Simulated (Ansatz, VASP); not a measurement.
**Os in VASP and in Ansatz**

```
CELL_PARAMETERS angstrom
2.71655 0.00000 0.00000
-1.35828 2.35260 0.00000
0.00000 0.00000 4.29041
ATOMIC_POSITIONS crystal
Os 0.33333 0.66667 0.25000
Os 0.66667 0.33333 0.75000
```

Alike in both runs: functional LDA; k mesh 24 × 24 × 14; occupations fermi-dirac, width 0.15 eV; no spin polarisation.

Ansatz relaxed the structure, and its values are those at the end. VASP's run is a single point on that final structure, the one shown.

```csv
,VASP,Ansatz
version,VASP 6.6.1,Ansatz 0.2.0
potentials or method,"VASP PAW LDA potentials, release 64 (Os), cutoff 520 eV","scalar-relativistic, plane waves, PAW"
valence electrons in the cell,16,32
```

|  | VASP | Ansatz | Ansatz less VASP |
| --- | --- | --- | --- |
| gap on the k mesh at the Fermi level (eV) | none | none | - |
| pressure (GPa) | 1.0 | 0.0 | -0.96 |

Ansatz warns that its potentials were made for another functional, while VASP's fit it. LDA's correlation is that of Perdew and Zunger in VASP and of Perdew and Wang (1992) in Ansatz. A gap of «none» marks a metal or a gap that the smearing closes. VASP's potentials hold 16 valence electrons a cell and Ansatz's 32, so a difference there can come from the potentials and not from the codes.

Spin-orbit coupling is off throughout.
